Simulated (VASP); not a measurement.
# Li5Au3 (Im-3m) in VASP: notebook, part 2 of 2

VASP 6.6.1. Earlier steps stand in the parts before.

### Step 4. Single point, LDA

File INCAR:

```
SYSTEM = Li5Au3
PREC = Accurate
ENCUT = 520
EDIFF = 1E-6
ISMEAR = 0
SIGMA = 0.1
LREAL = .False.
LASPH = .True.
NELM = 80
ALGO = Fast
ISIF = 2
LWAVE = .False.
LCHARG = .False.
GGA = CA
NBANDS = 34
```

File KPOINTS:

```
regular mesh
0
Gamma
  8 8 8
  0 0 0
```

File POSCAR:

```
Li5Au3
1.0
   -3.1329129000      3.1329129000      3.1329129000
    3.1329129000     -3.1329129000      3.1329129000
    3.1329129000      3.1329129000     -3.1329129000
Li Au
5 3
Direct
    0.5000000000      0.5000000000      0.5000000000
    0.0000000000      0.0000000000      0.5000000000
    0.0000000000      0.5000000000      0.0000000000
    0.5000000000      0.0000000000      0.0000000000
    0.0000000000      0.0000000000      0.0000000000
    0.0000000000      0.5000000000      0.5000000000
    0.5000000000      0.0000000000      0.5000000000
    0.5000000000      0.5000000000      0.0000000000
```

Potentials or basis: VASP PAW LDA potentials, release 64 (Li_sv, Au).

Launch:

```console
cat potpaw_LDA.64/Li_sv/POTCAR potpaw_LDA.64/Au/POTCAR > POTCAR
mpirun -np 1 vasp_std > vasp.out
```

OUTCAR:

```text
SYSTEM = Li5Au3
   PREC = Accurate
   ENCUT = 520
   EDIFF = 1E-6
   ISMEAR = 0
   LREAL = .False.
   LASPH = .True.
   NELM = 80
   ISIF = 2
   GGA = CA

 ion  position               nearest neighbor table
   1  0.500  0.500  0.500-   6 2.71   7 2.71   8 2.71   8 2.71   7 2.71   6 2.71
   2  0.000  0.000  0.500-   6 2.71   7 2.71   8 2.71   6 2.71   7 2.71   8 2.71
   3  0.000  0.500  0.000-   6 2.71   7 2.71   8 2.71   6 2.71   8 2.71   7 2.71
   4  0.500  0.000  0.000-   6 2.71   7 2.71   8 2.71   7 2.71   8 2.71   6 2.71
   5  0.000  0.000  0.000-
   6  0.000  0.500  0.500-   1 2.71   2 2.71   3 2.71   4 2.71   3 2.71   2 2.71   1 2.71   4 2.71
                             7 3.13   8 3.13   7 3.13   8 3.13
   7  0.500  0.000  0.500-   1 2.71   2 2.71   3 2.71   4 2.71   4 2.71   1 2.71   2 2.71   3 2.71
                             8 3.13   6 3.13   6 3.13   8 3.13
   8  0.500  0.500  0.000-   1 2.71   2 2.71   3 2.71   4 2.71   1 2.71   4 2.71   3 2.71   2 2.71
                             7 3.13   6 3.13   6 3.13   7 3.13

  LATTYP: Found a body centered cubic cell.
 ALAT       =     6.2658258000

  Lattice vectors:

 A1 = (  -3.1329129000,   3.1329129000,   3.1329129000)
 A2 = (   3.1329129000,  -3.1329129000,   3.1329129000)
 A3 = (   3.1329129000,   3.1329129000,  -3.1329129000)

Analysis of symmetry for initial positions (statically):
=====================================================================
 Subroutine PRICEL returns:
 Original cell was already a primitive cell.

 Routine SETGRP: Setting up the symmetry group for a
 body centered cubic supercell.

 Subroutine GETGRP returns: Found 48 space group operations
 (whereof 48 operations were pure point group operations)
 out of a pool of 48 trial point group operations.

The static configuration has the point symmetry O_h .

Analysis of symmetry for dynamics (positions and initial velocities):
=====================================================================
 Subroutine PRICEL returns:
 Original cell was already a primitive cell.

[... 145 lines left out ...]
   LHFCALC =     F    Hartree Fock is set to
   AEXX    =    0.0000 exact exchange contribution
   IVDW    =     0    specifies the selected vdW correction
   LEPSILON=     F    determine dielectric tensor
   LRPA    =     F    only Hartree local field effects (RPA)
 non-spin polarized calculation
 RMM-DIIS sequential band-by-band and
 Gauss-broadening in eV      SIGMA  =   0.10
  energy-cutoff  :      520.00
  volume of cell :      123.00
 maximum number of plane-waves:      3352
   NGX = 21   NGY = 21   NGZ = 21

 number of electron      47.9999933 magnetization

 Free energy of the ion-electron system (eV)
  ---------------------------------------------------
  ext. energy  EPLUGINS =         0.00000000
  ---------------------------------------------------
  free energy    TOTEN  =       -27.05915621 eV

  energy without entropy =      -27.04870685  energy(sigma->0) =      -27.05393153

 E-fermi :   4.6758     XC(G=0): -10.1667

 val. band max:        4.6653360644   @ k =   0.0000   0.0000   0.0000
 cond. band min:       4.6768510317   @ k =   0.1250   0.0000   0.0000
 fundamental gap:      0.0115149673
 Fermi energy:         4.6758299669

 k-point     1 :       0.0000    0.0000    0.0000
  band No.  band energies     occupation
      1     -40.8917      2.00000
      2     -40.0560      2.00000
      3     -40.0448      2.00000
      4     -40.0448      2.00000
      5     -40.0448      2.00000
      6      -2.2117      2.00000
[... 877 lines left out ...]
     33      12.8102      0.00000
     34      13.1515      0.00000

 [... further k-points ...]

------------------------ aborting loop because EDIFF is reached ----------------------------------------

  FORCE on cell =-STRESS in cart. coord.  units (eV):
  Direction    XX          YY          ZZ          XY          YZ          ZX
  --------------------------------------------------------------------------------------
  -------------------------------------------------------------------------------------
  Total       -3.8162035     -3.8162035     -3.8162035     -0.0000000      0.0000000     -0.0000000
  in kB      -49.7092434    -49.7092434    -49.7092434     -0.0000000      0.0000000     -0.0000000
  external PRESSURE =     -49.7092434 kB  Pullay stress =       0.0000000 kB

 VOLUME and BASIS-vectors are now :
 -----------------------------------------------------------------------------
  energy-cutoff  :      520.00
  volume of cell :      123.00
      direct lattice vectors                 reciprocal lattice vectors
    -3.132912900  3.132912900  3.132912900     0.000000000  0.159595883  0.159595883
     3.132912900 -3.132912900  3.132912900     0.159595883  0.000000000  0.159595883
     3.132912900  3.132912900 -3.132912900     0.159595883  0.159595883  0.000000000

 POSITION                                       TOTAL-FORCE (eV/Angst)
 -----------------------------------------------------------------------------------
      1.56646      1.56646      1.56646        -0.000000      0.000000     -0.000000
      1.56646      1.56646     -1.56646        -0.000000      0.000000      0.000000
      1.56646     -1.56646      1.56646        -0.000000      0.000000     -0.000000
     -1.56646      1.56646      1.56646        -0.000000      0.000000     -0.000000
      0.00000      0.00000      0.00000         0.000000      0.000000     -0.000000
      3.13291      0.00000      0.00000         0.000000     -0.000000      0.000000
      0.00000      3.13291      0.00000         0.000000     -0.000000      0.000000
      0.00000      0.00000      3.13291         0.000000      0.000000     -0.000000
 -----------------------------------------------------------------------------------
    total drift:                               -0.000000     -0.000000      0.000000

  FREE ENERGIE OF THE ION-ELECTRON SYSTEM (eV)
  ---------------------------------------------------
  free  energy   TOTEN  =       -27.0591562130 eV

  energy  without entropy=      -27.0487068461  energy(sigma->0) =      -27.05393153
```

OSZICAR:

```text
N       E                     dE             d eps       ncg     rms          rms(c)
DAV:   1     0.306467096837E+03    0.30647E+03   -0.21031E+04  1972   0.145E+03
DAV:   2    -0.114533093807E+01   -0.30761E+03   -0.28575E+03  2112   0.339E+02
DAV:   3    -0.276790994668E+02   -0.26534E+02   -0.26061E+02  3276   0.682E+01
[... 18 lines left out ...]
RMM:  22    -0.270591489702E+02   -0.44201E-05   -0.42959E-05  2421   0.205E-02    0.325E-03
RMM:  23    -0.270591518466E+02   -0.28764E-05   -0.28577E-05  2224   0.179E-02    0.349E-03
RMM:  24    -0.270591537525E+02   -0.19059E-05   -0.21133E-05  2438   0.166E-02    0.135E-03
RMM:  25    -0.270591553781E+02   -0.16256E-05   -0.17320E-05  2526   0.151E-02    0.261E-04
RMM:  26    -0.270591562130E+02   -0.83491E-06   -0.85643E-06  1909   0.130E-02
   1 F= -.27059156E+02 E0= -.27053932E+02  d E =-.104494E-01
```

stdout:

```text
POSCAR found type information on POSCAR LiAu
 POSCAR found :  2 types and       8 ions
 scaLAPACK will be used
 LDA part: xc-table for (Slater(with rela. corr.)+CA(PZ))
 , standard interpolation
 POSCAR, INCAR and KPOINTS ok, starting setup
 FFT: planning ... GRIDC
 FFT: planning ... GRID_SOFT
 FFT: planning ... GRID
 WAVECAR not read
 entering main loop
WARNING in EDDRMM: call to ZHEGV failed, returncode =   6  3     23
WARNING in EDDRMM: call to ZHEGV failed, returncode =   6  3     11
```

It took 6.7 min on 1 thread of Oxide Virtual Turin-like, shared host; peak memory 0.21 GiB.

What came out:

```yaml
Free_energy: -27.0592 eV
Band_gap_on_the_k_mesh: zero (bands 24 and 25 overlap by 1.66 eV)
```

Levels at points of the mesh, in eV from the Fermi level:
```
           k point  band 20  band 21  band 22  band 23  band 24  band 25  band 26  band 27  band 28  band 29
(0.00, 0.00, 0.00)    -3.38    -2.42    -0.06    -0.06    -0.06    -0.01    -0.01    -0.01     0.81     0.81
(0.50, 0.00, 0.00)    -3.65    -3.59    -3.50    -0.85    -0.21     0.32     0.69     2.53     3.22     4.93
(0.50, 0.50, 0.50)    -3.39    -1.85    -1.85    -1.41    -1.41    -1.41    -0.28     4.08     4.08     4.25
```

Caveat: the cutoff is under 1.25 times the usual one of these potentials, so pressure, stress and relaxed cells hold a basis-set (Pulay) error; spin-orbit coupling is left out, which moves the levels of the heavy elements.

### Step 5. Overview

| level | potentials or basis | k mesh | further INCAR settings | gap on the mesh (eV) |
| --- | --- | --- | --- | --- |
| PBE | VASP PAW PBE potentials, release 64 (Li_sv, Au) | 4 × 4 × 4 | ALGO = Fast; EDIFF = 1e-06; NBANDS = 34 | none |
| PBE | VASP PAW PBE potentials, release 64 (Li_sv, Au) | 8 × 8 × 8 | ALGO = Fast; EDIFF = 1e-07; NBANDS = 34 | none |
| LDA | VASP PAW LDA potentials, release 64 (Li_sv, Au) | 8 × 8 × 8 | ALGO = Fast; EDIFF = 1e-06; NBANDS = 34 | none |

Alike in all rows: task single point; no spin polarisation; cell as given; cutoff (eV) 520; smearing gaussian 0.1 eV.

Caveats: the cutoff is under 1.25 times the usual one of these potentials, so pressure, stress and relaxed cells hold a basis-set (Pulay) error; spin-orbit coupling is left out, which moves the levels of the heavy elements.

Total energies depend on the potentials used, so only differences within one code and one set of settings carry meaning.

The gap in the log of VASP goes by the Fermi energy; the results here count the filled bands.